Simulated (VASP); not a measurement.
Input of a VASP 6.6.1 run:

INCAR

```
SYSTEM = Mo
ALGO = Fast
EDIFF = 1E-6
ENCUT = 520
GGA = PS
ISIF = 2
ISMEAR = 0
LASPH = .True.
LCHARG = .False.
LREAL = .False.
LWAVE = .False.
NBANDS = 66
NELM = 80
PREC = Accurate
SIGMA = 0.15
```

Contents of KPOINTS:

```
k-points
0
Gamma
  12 12 12
  0 0 0
```

POSCAR

```
Mo
1.0
   -3.1420000000     -3.1420000000      3.1420000000
   -3.1420000000      3.1420000000     -3.1420000000
    3.1420000000     -3.1420000000     -3.1420000000
Mo
8
Direct
    0.4840865691      0.4840865691      0.5000000000
    0.0000000000      0.5000000000      0.5000000000
    0.5000000000      0.0000000000      0.5000000000
    0.0000000000      0.0000000000      0.5000000000
    0.5000000000      0.5000000000      0.0000000000
    0.0000000000      0.5000000000      0.0000000000
    0.5000000000      0.0000000000      0.0000000000
    0.0000000000      0.0000000000      0.0000000000
```

Potentials or basis: VASP PAW PBE potentials, release 64 (Mo_sv).

The run is started by

```bash
$ cat potpaw_PBE.64/Mo_sv/POTCAR > POTCAR
$ mpirun -np 1 vasp_std > vasp.out
```

(1) Predict the pressure.

(2) Predict the largest force.

Answers

(1) -2.4 GPa.

(2) 1.262 eV/Å.

Caveat: the cell differs from its parent crystal (atom 1 (Mo) moved +0.100 Å along Cartesian [1 0 0]); the PAW data sets were made with another functional, which shifts forces and pressure a little.
